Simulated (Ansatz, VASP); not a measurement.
Two plane-wave programs on CsRuO4

```
CELL_PARAMETERS angstrom
0.00000 3.70963 3.70963
3.70963 0.00000 3.70963
3.70963 3.70963 0.00000
ATOMIC_POSITIONS crystal
Cs 0.50000 0.50000 0.50000
Ru 0.00000 0.00000 0.00000
O 0.12700 0.12700 0.12700
O 0.61900 0.12700 0.12700
O 0.12700 0.12700 0.61900
O 0.12700 0.61900 0.12700
```

Alike in both runs: task single point; functional PBE; k mesh 4 × 4 × 4; occupations gaussian, width 0.0439 eV; no spin polarisation.

|  | VASP | Ansatz |
| --- | --- | --- |
| version | VASP 6.6.1 | Ansatz 0.2.0 |
| potentials or method | VASP PAW PBE potentials, release 64 (Cs_sv, Ru_pv, O), cutoff 520 eV | PAW plane waves |
| valence electrons in the cell | 47 | 49 |

|  | VASP | Ansatz | Ansatz less VASP |
| --- | --- | --- | --- |
| gap on the k mesh at the Fermi level (eV) | none | none | - |
| rms of the force components (eV/Å) | 2.769 | 2.722 | -0.0473 |

Atom by atom the forces differ by 0.047 eV/Å (rms over components). A gap of «none» marks a metal or a gap that the smearing closes. The functional is the same, so the differences come from potentials, cutoffs and numerics. VASP's potentials hold 47 valence electrons a cell and Ansatz's 49, so a difference there can come from the potentials and not from the codes.

The k mesh is coarse, so the values compare programs but aren't converged. Spin-orbit coupling is off throughout.
